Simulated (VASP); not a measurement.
# SrTiO3 in VASP: a series of runs

Runs on SrTiO3. Level: PBE+U. Tasks: single point.

Everything below comes from runs of VASP 6.6.1. Logs are shortened: lines on timing, memory, paths and dates and some standing lists are left out, and cuts for length are marked.

## (1) The cell of the first run

Symmetry: Pm-3m, No. 221, cubic system. The conventional cell has a = 3.849 Å, b = 3.849 Å, c = 3.849 Å, α = 90.00°, β = 90.00°, γ = 90.00°. Within 3.6 Å of Sr (site symmetry m-3m) lie 12 O at 2.72 Å and 8 Ti at 3.33 Å. Within 2.6 Å of Ti (site symmetry m-3m) lie 6 O at 1.92 Å. Within 2.6 Å of O (site symmetry 4/mmm) lie 2 Ti at 1.92 Å.

## (2) Single point, PBE+U

Contents of INCAR:

```
PREC = Accurate ; ENCUT = 910
EDIFF = 1E-6 ; ISMEAR = 0
SIGMA = 0.02 ; LREAL = F
LASPH = T ; NELM = 200
ALGO = Normal ; ISIF = 2
LWAVE = F ; LCHARG = F
LMAXMIX = 4 ; LDAU = T
LDAUTYPE = 2 ; LDAUL = -1 2 -1
LDAUU = 0 4 0 ; LDAUJ = 0 0 0
LDAUPRINT = 1 ; GGA = PE
NBANDS = 28 ; GGA_COMPAT = F
```

Contents of KPOINTS:

```
Automatic mesh
0
Gamma
  8 8 8
```

Contents of POSCAR:

```
SrTiO3
1.0
    3.8489662551      0.0000000000      0.0000000000
    0.0000000000      3.8489662551      0.0000000000
    0.0000000000      0.0000000000      3.8489662551
Sr Ti O
1 1 3
Direct
    0.0000000000      0.0000000000      0.0000000000
    0.5000000000      0.5000000000      0.5000000000
    0.5000000000      0.0000000000      0.5000000000
    0.5000000000      0.5000000000      0.0000000000
    0.0000000000      0.5000000000      0.5000000000
```

Potentials or basis: VASP PAW PBE potentials, release 64 (Sr_sv, Ti_sv, O_h).

Command:

```bash
cat potpaw_PBE.64/Sr_sv/POTCAR potpaw_PBE.64/Ti_sv/POTCAR potpaw_PBE.64/O_h/POTCAR > POTCAR
mpirun -np 1 vasp_std > vasp.out
```

OUTCAR:

```text
PREC = Accurate
   ENCUT = 910
   EDIFF = 1E-6
   ISMEAR = 0
   LREAL = F
   LASPH = T
   NELM = 200
   ISIF = 2
   GGA = PE

 ion  position               nearest neighbor table
   1  0.000  0.000  0.000-   3 2.72   4 2.72   5 2.72   3 2.72   5 2.72   4 2.72   5 2.72   5 2.72
                             3 2.72   4 2.72   3 2.72   4 2.72   2 3.33   2 3.33   2 3.33   2 3.33
   2  0.500  0.500  0.500-   3 1.92   4 1.92   5 1.92   4 1.92   3 1.92   5 1.92   1 3.33   1 3.33
                             1 3.33   1 3.33   1 3.33   1 3.33   1 3.33   1 3.33
   3  0.500  0.000  0.500-   2 1.92   2 1.92   1 2.72   1 2.72   1 2.72   1 2.72
   4  0.500  0.500  0.000-   2 1.92   2 1.92   1 2.72   1 2.72   1 2.72   1 2.72
   5  0.000  0.500  0.500-   2 1.92   2 1.92   1 2.72   1 2.72   1 2.72   1 2.72

  LATTYP: Found a simple cubic cell.
 ALAT       =     3.8489662551

  Lattice vectors:

 A1 = (   3.8489662551,   0.0000000000,   0.0000000000)
 A2 = (   0.0000000000,   3.8489662551,   0.0000000000)
 A3 = (   0.0000000000,   0.0000000000,   3.8489662551)

Analysis of symmetry for initial positions (statically):
=====================================================================
 Subroutine PRICEL returns:
 Original cell was already a primitive cell.

 Routine SETGRP: Setting up the symmetry group for a
 simple cubic supercell.

 Subroutine GETGRP returns: Found 48 space group operations
 (whereof 48 operations were pure point group operations)
 out of a pool of 48 trial point group operations.

The static configuration has the point symmetry O_h .

Analysis of symmetry for dynamics (positions and initial velocities):
=====================================================================
 Subroutine PRICEL returns:
 Original cell was already a primitive cell.

 Routine SETGRP: Setting up the symmetry group for a
 simple cubic supercell.

 Subroutine GETGRP returns: Found 48 space group operations
 (whereof 48 operations were pure point group operations)
 out of a pool of 48 trial point group operations.

The dynamic configuration has the point symmetry O_h .

[... 162 lines left out ...]
 -0.0000  0.1062 -0.0000 -0.0000 -0.0000
 -0.0000 -0.0000  0.2664 -0.0000  0.0000
  0.0000 -0.0000 -0.0000  0.1062 -0.0000
 -0.0000 -0.0000  0.0000 -0.0000  0.2664

 occupancies and eigenvectors

  o =  0.1062  v =  0.0000  0.1901  0.0000  0.9818 -0.0000  0.0000  0.0000  0.0000  0.0000  0.0000      0.0000  0.0000  0.0000  0.0000  0.0000  0.0000  0.0000  0.0000  0.0000  0.0000
  o =  0.1062  v =  0.0000  0.0000  0.0000  0.0000  0.0000  0.0000  0.1901  0.0000  0.9818 -0.0000      0.0000  0.0000  0.0000  0.0000  0.0000  0.0000  0.0000  0.0000  0.0000  0.0000
  o =  0.1062  v =  0.0000  0.9818  0.0000 -0.1901  0.0000  0.0000  0.0000  0.0000  0.0000  0.0000      0.0000  0.0000  0.0000  0.0000  0.0000  0.0000  0.0000  0.0000  0.0000  0.0000
  o =  0.1062  v =  0.0000  0.0000  0.0000  0.0000  0.0000  0.0000  0.9818  0.0000 -0.1901  0.0000      0.0000  0.0000  0.0000  0.0000  0.0000  0.0000  0.0000  0.0000  0.0000  0.0000
  o =  0.1062  v =  0.0000  0.0000  0.0000  0.0000  0.0000  1.0000  0.0000  0.0000  0.0000  0.0000      0.0000  0.0000  0.0000  0.0000  0.0000  0.0000  0.0000  0.0000  0.0000  0.0000
  o =  0.1062  v =  1.0000  0.0000  0.0000  0.0000  0.0000  0.0000  0.0000  0.0000  0.0000  0.0000      0.0000  0.0000  0.0000  0.0000  0.0000  0.0000  0.0000  0.0000  0.0000  0.0000
  o =  0.2664  v =  0.0000 -0.0000 -0.0565 -0.0000  0.9984  0.0000  0.0000  0.0000  0.0000  0.0000      0.0000  0.0000  0.0000  0.0000  0.0000  0.0000  0.0000  0.0000  0.0000  0.0000
  o =  0.2664  v =  0.0000  0.0000  0.0000  0.0000  0.0000  0.0000 -0.0000 -0.0565 -0.0000  0.9984      0.0000  0.0000  0.0000  0.0000  0.0000  0.0000  0.0000  0.0000  0.0000  0.0000
  o =  0.2664  v =  0.0000  0.0000  0.0000  0.0000  0.0000  0.0000  0.0000 -0.9984 -0.0000 -0.0565      0.0000  0.0000  0.0000  0.0000  0.0000  0.0000  0.0000  0.0000  0.0000  0.0000
  o =  0.2664  v =  0.0000  0.0000 -0.9984 -0.0000 -0.0565  0.0000  0.0000  0.0000  0.0000  0.0000      0.0000  0.0000  0.0000  0.0000  0.0000  0.0000  0.0000  0.0000  0.0000  0.0000

 number of electron      39.9999993 magnetization

 Free energy of the ion-electron system (eV)
  ---------------------------------------------------
  ext. energy  EPLUGINS =         0.00000000
  ---------------------------------------------------
  free energy    TOTEN  =       -37.14351528 eV

  energy without entropy =      -37.14351528  energy(sigma->0) =      -37.14351528

 E-fermi :   5.2743     XC(G=0): -11.5126

 val. band max:        5.0608252799   @ k =   0.5000   0.5000   0.5000
 cond. band min:       7.5433782954   @ k =   0.0000   0.0000   0.0000
 fundamental gap:      2.4825530155
 Fermi energy:         5.2742789885

 k-point     1 :       0.0000    0.0000    0.0000
  band No.  band energies     occupation
      1     -52.2108      2.00000
      2     -28.4383      2.00000
      3     -28.4383      2.00000
      4     -28.4383      2.00000
      5     -27.5920      2.00000
      6     -12.5903      2.00000
[... 733 lines left out ...]
     27      13.6038      0.00000
     28      14.0473      0.00000

 [... further k-points ...]

------------------------ aborting loop because EDIFF is reached ----------------------------------------

  FORCE on cell =-STRESS in cart. coord.  units (eV):
  Direction    XX          YY          ZZ          XY          YZ          ZX
  --------------------------------------------------------------------------------------
  -------------------------------------------------------------------------------------
  Total        6.4492689      6.4492689      6.4492689     -0.0000000      0.0000000      0.0000000
  in kB      181.2127513    181.2127513    181.2127513     -0.0000000      0.0000000      0.0000000
  external PRESSURE =     181.2127513 kB  Pullay stress =       0.0000000 kB

 VOLUME and BASIS-vectors are now :
 -----------------------------------------------------------------------------
  energy-cutoff  :      910.00
  volume of cell :       57.02
      direct lattice vectors                 reciprocal lattice vectors
     3.848966255  0.000000000  0.000000000     0.259810020  0.000000000  0.000000000
     0.000000000  3.848966255  0.000000000     0.000000000  0.259810020  0.000000000
     0.000000000  0.000000000  3.848966255     0.000000000  0.000000000  0.259810020

 POSITION                                       TOTAL-FORCE (eV/Angst)
 -----------------------------------------------------------------------------------
      0.00000      0.00000      0.00000         0.000000      0.000000      0.000000
      1.92448      1.92448      1.92448         0.000000      0.000000      0.000000
      1.92448      0.00000      1.92448         0.000000      0.000000      0.000000
      1.92448      1.92448      0.00000         0.000000      0.000000      0.000000
      0.00000      1.92448      1.92448         0.000000      0.000000      0.000000
 -----------------------------------------------------------------------------------
    total drift:                                0.000000      0.000000     -0.000000

  FREE ENERGIE OF THE ION-ELECTRON SYSTEM (eV)
  ---------------------------------------------------
  free  energy   TOTEN  =       -37.1435152752 eV

  energy  without entropy=      -37.1435152752  energy(sigma->0) =      -37.14351528
```

Run time: 2.9 min. Hardware: 1 thread of Intel Xeon Platinum 8259CL at 2.50GHz (Skylake/Cascade Lake), shared host; peak memory 0.32 GiB.

What came out:

| Item | Value |
| --- | --- |
| Free energy | -37.1435 eV |
| Pressure | 18.1 GPa |
| Band gap on the k mesh | 2.48 eV (least direct gap 2.87 eV) |

Eigenvalues of the final occupation matrices:
```
    site  spin  trace               eigenvalues
site 2 d     1   0.85  0.11 0.11 0.11 0.27 0.27
site 2 d     2   0.85  0.11 0.11 0.11 0.27 0.27
```

Caveat: the cutoff is under 1.25 times the usual one of these potentials, so pressure, stress and relaxed cells hold a basis-set (Pulay) error; the cell stands under pressure. A k mesh can miss the band edges.

## (3) Single point, PBE+U (strain along c alone, the other axes held: +1.5 %)

Contents of INCAR:

```
SYSTEM = SrTiO3
PREC = Accurate
ENCUT = 520
EDIFF = 1E-6
ISMEAR = 0
SIGMA = 0.02
LREAL = .FALSE.
LASPH = .TRUE.
NELM = 150
ALGO = Normal
ISIF = 2
LWAVE = .FALSE.
LCHARG = .TRUE.
LMAXMIX = 4
LDAU = .TRUE.
LDAUTYPE = 2
LDAUL = -1 2 -1
LDAUU = 0 4 0
LDAUJ = 0 0 0
LDAUPRINT = 1
GGA = PE
LELF = .TRUE.
LVHAR = .TRUE.
NBANDS = 28
```

Contents of KPOINTS:

```
regular mesh
0
G
  8 8 8
  0 0 0
```

POSCAR: that of step 2 with these lines changed.

```diff
@@ -2,5 +2,5 @@
 1.0
-    3.8489662551      0.0000000000      0.0000000000
-    0.0000000000      3.8489662551      0.0000000000
-    0.0000000000      0.0000000000      3.8489662551
+    3.9471298222      0.0000000000      0.0000000000
+    0.0000000000      3.9471298222      0.0000000000
+    0.0000000000      0.0000000000      4.0063367695
 Sr Ti O
```

Potentials or basis: VASP PAW PBE potentials, release 64 (Sr_sv, Ti_sv, O).

Command:

```bash
cat potpaw_PBE.64/Sr_sv/POTCAR potpaw_PBE.64/Ti_sv/POTCAR potpaw_PBE.64/O/POTCAR > POTCAR
mpirun -np 1 vasp_std > vasp.out
```

Wall time 66 s (1 thread of Intel Xeon 6975P-C (Granite Rapids), shared host); peak memory 0.26 GiB.

Results (log left out):

| Property | Result |
| --- | --- |
| Free energy | -37.4077 eV |
| Pressure | 0.2 GPa |
| Band gap on the k mesh | 2.25 eV (least direct gap 2.70 eV) |

Stress tensor (GPa, compression positive):
```
 1.28  0.00  0.00
 0.00  1.28  0.00
 0.00  0.00 -1.93
```

Levels at points of the mesh, in eV from the valence-band top:
```tsv
k point	band 16	band 17	band 18	band 19	band 20	band 21	band 22	band 23	band 24	band 25
(0.00, 0.00, 0.00)	-1.11	-1.11	-0.46	-0.46	-0.46	2.25	2.25	2.27	3.95	4.03
(0.50, 0.00, 0.00)	-2.23	-2.20	-1.89	-0.83	-0.82	2.43	3.98	4.02	4.03	6.00
(0.50, 0.50, 0.00)	-2.69	-1.93	-1.51	-1.51	-0.08	4.04	4.04	4.50	4.76	7.65
(0.00, 0.00, 0.50)	-2.07	-2.07	-1.88	-0.81	-0.81	2.43	3.90	3.90	4.04	5.95
(0.50, 0.00, 0.50)	-2.55	-1.93	-1.59	-1.59	-0.13	3.92	4.04	4.43	4.89	7.58
(0.50, 0.50, 0.50)	-3.50	-3.50	-0.03	-0.03	0.00	4.62	4.62	4.68	6.66	6.66
```

Eigenvalues of the final occupation matrices:
```tsv
site	spin	trace	eigenvalues
site 2 d	1	0.79	0.10 0.10 0.10 0.24 0.25
site 2 d	2	0.79	0.10 0.10 0.10 0.24 0.25
```

Caveat: the cell differs from its parent crystal (strain along c alone, the other axes held: +1.5 %). A k mesh can miss the band edges.

## (4) Single point, PBE+U (strain along c alone, the other axes held: +3.0 %)

Contents of INCAR:

```
PREC = Accurate
ENCUT = 520
EDIFF = 1E-6
ISMEAR = 0
SIGMA = 0.02
LREAL = False
LASPH = True
NELM = 150
ALGO = Normal
ISIF = 2
LWAVE = False
LCHARG = False
LMAXMIX = 4
LDAU = True
LDAUTYPE = 2
LDAUL = -1 2 -1
LDAUU = 0 4 0
LDAUJ = 0 0 0
LDAUPRINT = 1
GGA = PE
NBANDS = 28
```

Contents of KPOINTS:

```
regular mesh
0
Gamma
  8 8 8
```

POSCAR: that of step 3 with these lines changed.

```diff
@@ -4,3 +4,3 @@
     0.0000000000      3.9471298222      0.0000000000
-    0.0000000000      0.0000000000      4.0063367695
+    0.0000000000      0.0000000000      4.0655437169
 Sr Ti O
```

Command:

```bash
cat potpaw_PBE.64/Sr_sv/POTCAR potpaw_PBE.64/Ti_sv/POTCAR potpaw_PBE.64/O/POTCAR > POTCAR
mpirun -np 1 vasp_std > vasp.out
```

Wall time 71 s (1 thread of Intel Xeon 6975P-C (Granite Rapids), shared host); peak memory 0.26 GiB.

It converged, with:

```yaml
Free_energy: -37.3860 eV
Pressure: -2.0 GPa
Band_gap_on_the_k_mesh: 2.19 eV (least direct gap 2.67 eV)
```

Stress tensor (GPa, compression positive):
```
-0.06  0.00  0.00
 0.00 -0.06  0.00
 0.00  0.00 -5.90
```

Levels at points of the mesh, in eV from the valence-band top:
```csv
k point,band 16,band 17,band 18,band 19,band 20,band 21,band 22,band 23,band 24,band 25
"(0.00, 0.00, 0.00)",-1.09,-1.09,-0.49,-0.48,-0.48,2.19,2.19,2.23,3.78,3.96
"(0.50, 0.00, 0.00)",-2.28,-2.22,-1.87,-0.86,-0.83,2.37,3.83,3.97,3.97,5.87
"(0.50, 0.50, 0.00)",-2.72,-1.94,-1.46,-1.46,-0.07,3.98,3.98,4.44,4.55,7.59
"(0.00, 0.00, 0.50)",-1.97,-1.97,-1.86,-0.82,-0.82,2.37,3.73,3.73,3.97,5.75
"(0.50, 0.00, 0.50)",-2.45,-1.95,-1.63,-1.62,-0.17,3.75,3.98,4.31,4.80,7.42
"(0.50, 0.50, 0.50)",-3.45,-3.45,-0.07,-0.07,0.00,4.49,4.49,4.61,6.55,6.55
```

Eigenvalues of the final occupation matrices:
```
    site  spin  trace               eigenvalues
site 2 d     1   0.79  0.10 0.10 0.11 0.23 0.25
site 2 d     2   0.79  0.10 0.10 0.11 0.23 0.25
```

Caveat: the cell differs from its parent crystal (strain along c alone, the other axes held: +3.0 %).

## (5) Single point, PBE+U (strain along c alone, the other axes held: +4.5 %)

Contents of INCAR:

```
SYSTEM = SrTiO3
PREC     = Accurate       ! precision mode
ENCUT    = 520            ! plane-wave cutoff, eV
EDIFF    = 1E-6           ! SCF threshold, eV
ISMEAR   = 0              ! smearing method
SIGMA    = 0.02           ! smearing width, eV
LREAL    = .False.        ! projectors in reciprocal space
LASPH    = .True.         ! aspherical terms in the spheres
NELM     = 150            ! most SCF steps
ALGO     = Normal         ! electronic algorithm
ISIF     = 2              ! what is computed and relaxed
LWAVE    = .False.        ! write WAVECAR
LCHARG   = .False.        ! write CHGCAR
LMAXMIX  = 4              ! l up to which the mixer works
LDAU     = .True.         ! DFT+U
LDAUTYPE = 2            
LDAUL    = -1 2 -1        ! shell
LDAUU    = 0 4 0          ! U, eV
LDAUJ    = 0 0 0        
LDAUPRINT= 1            
GGA      = PE             ! functional
NBANDS   = 28             ! bands
```

Contents of KPOINTS:

```
Automatic mesh
0
Gamma
  8 8 8
  0 0 0
```

POSCAR: that of step 4 with these lines changed.

```diff
@@ -4,3 +4,3 @@
     0.0000000000      3.9471298222      0.0000000000
-    0.0000000000      0.0000000000      4.0655437169
+    0.0000000000      0.0000000000      4.1247506642
 Sr Ti O
```

Command:

```bash
cat potpaw_PBE.64/Sr_sv/POTCAR potpaw_PBE.64/Ti_sv/POTCAR potpaw_PBE.64/O/POTCAR > POTCAR
mpirun -np 1 vasp_std > vasp.out
```

Run time: 72 s. Hardware: 1 thread of Intel Xeon 6975P-C (Granite Rapids), shared host; peak memory 0.26 GiB.

The run converged. Its results:

| Property | Result |
| --- | --- |
| Free energy | -37.3432 eV |
| Pressure | -4.0 GPa |
| Band gap on the k mesh | 2.13 eV (least direct gap 2.63 eV) |

Stress tensor (GPa, compression positive):
```
-1.30  0.00  0.00
 0.00 -1.30  0.00
 0.00  0.00 -9.26
```

Levels at points of the mesh, in eV from the valence-band top:
```
           k point  band 17  band 18  band 19  band 20  band 21  band 22  band 23  band 24
(0.00, 0.00, 0.00)    -1.07    -0.52    -0.50    -0.50     2.13     2.13     2.19     3.62
(0.50, 0.00, 0.00)    -2.24    -1.85    -0.89    -0.84     2.31     3.69     3.91     3.91
(0.50, 0.50, 0.00)    -1.95    -1.42    -1.42    -0.06     3.93     3.93     4.34     4.39
(0.00, 0.00, 0.50)    -1.87    -1.84    -0.82    -0.82     2.32     3.57     3.57     3.90
(0.50, 0.00, 0.50)    -1.98    -1.66    -1.64    -0.21     3.59     3.92     4.20     4.70
(0.50, 0.50, 0.50)    -3.40    -0.10    -0.10     0.00     4.37     4.37     4.55     6.45
```

Eigenvalues of the final occupation matrices:
| site | spin | trace | eigenvalues |
| --- | --- | --- | --- |
| site 2 d | 1 | 0.78 | 0.10 0.10 0.11 0.23 0.25 |
| site 2 d | 2 | 0.78 | 0.10 0.10 0.11 0.23 0.25 |

Caveat: the cell differs from its parent crystal (strain along c alone, the other axes held: +4.5 %); the cell stands under tension. A k mesh can miss the band edges.

## (6) Summary

```csv
potentials or basis,cell,cutoff (eV),gap on the mesh (eV),pressure (GPa)
"VASP PAW PBE potentials, release 64 (Sr_sv, Ti_sv, O_h)","a = 3.849 Å, 5 atoms",910,2.48,18.1
"VASP PAW PBE potentials, release 64 (Sr_sv, Ti_sv, O)","a = 3.947, b = 3.947, c = 4.006 Å, 5 atoms",520,2.25,0.2
"VASP PAW PBE potentials, release 64 (Sr_sv, Ti_sv, O)","a = 3.947, b = 3.947, c = 4.066 Å, 5 atoms",520,2.19,-2.0
"VASP PAW PBE potentials, release 64 (Sr_sv, Ti_sv, O)","a = 3.947, b = 3.947, c = 4.125 Å, 5 atoms",520,2.13,-4.0
```

Alike in all rows: task single point; level PBE+U; no spin polarisation; Ti d U = 4.0 eV; k mesh 8 × 8 × 8; smearing gaussian 0.02 eV.

Caveats: the cutoff is under 1.25 times the usual one of these potentials, so pressure, stress and relaxed cells hold a basis-set (Pulay) error (at least some runs); the cell stands under pressure (at least some runs); the cell stands under tension (at least some runs).

Absolute energies hang on the potentials; compare differences alone.
